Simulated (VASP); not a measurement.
Wanted: the native input for a VASP 6.6.1 run.

| Item | Value |
| --- | --- |
| Task | single point |
| Functional | r2SCAN |
| Potentials or basis | VASP PAW PBE potentials, release 64 (Pb_d, Te) |
| Cutoff | 550 eV |
| k mesh | 6 × 6 × 6 |
| Occupations | gaussian, width 0.01 eV |
| Spin | no spin polarisation |
| Dipole correction | no |
| Further INCAR settings | ALGO = Normal; EDIFF = 1e-06; NBANDS = 17 |

Crystal: TePb.

```xyz
2
Lattice="0.0000 3.8589 3.6415 3.8589 0.0000 3.6415 3.8589 3.8589 0.0000" Properties=species:S:1:pos:R:3 pbc="T T T"
Pb    0.0000    0.0000    0.0000
Te    1.9294    1.9294    1.8207
```

This cell differs from its parent crystal: biaxial xy strain +6.0%.

The input as run:

POSCAR

```
TePb
1.0
    0.0000000000      3.8588912651      3.6414940692
    3.8588912651      0.0000000000      3.6414940692
    3.8588912651      3.8588912651      0.0000000000
Pb Te
1 1
Direct
    0.0000000000      0.0000000000      0.0000000000
    0.2500000000      0.2500000000      0.2500000000
```

INCAR.step1

```
SYSTEM = TePb
ALGO = Normal ; EDIFF = 1E-5
ENCUT = 550 ; GGA = PE
GGA_COMPAT = .FALSE. ; ISMEAR = 0
LASPH = .TRUE. ; LCHARG = .FALSE.
LREAL = .FALSE. ; LWAVE = .TRUE.
NBANDS = 17 ; NELM = 120
PREC = Accurate ; SIGMA = 0.01
```

INCAR.step2

```
SYSTEM = TePb
ALGO = Normal ; EDIFF = 1E-6
ENCUT = 550 ; GGA_COMPAT = .FALSE.
ISIF = 2 ; ISMEAR = 0
ISTART = 1 ; LASPH = .TRUE.
LCHARG = .FALSE. ; LMIXTAU = .TRUE.
LREAL = .FALSE. ; LWAVE = .FALSE.
METAGGA = R2SCAN ; NBANDS = 17
NELM = 120 ; PREC = Accurate
SIGMA = 0.01
```

KPOINTS

```
k-points
0
G
  6 6 6
  0 0 0
```

Potentials or basis: VASP PAW PBE potentials, release 64 (Pb_d, Te).

Run with:

```console
$ cat potpaw_PBE.64/Pb_d/POTCAR potpaw_PBE.64/Te/POTCAR > POTCAR
$ cp INCAR.step1 INCAR
$ mpirun -np 1 vasp_std > vasp.out
$ cp INCAR.step2 INCAR
$ mpirun -np 1 vasp_std > vasp.out
```

It gave:

| Item | Value |
| --- | --- |
| Pressure | -2.5 GPa |
| Band gap on the k mesh | 0.93 eV, indirect (least direct gap 1.44 eV) |

Caveat: the cell differs from its parent crystal (biaxial xy strain +6.0%); the PAW data sets were made with another functional, which shifts forces and pressure a little; spin-orbit coupling is left out, which moves the levels of the heavy elements.

It took 2.4 min on 1 thread of Intel(R) Xeon(R) Platinum 8488C (Sapphire Rapids), with other jobs on the host, peak memory 0.31 GiB.
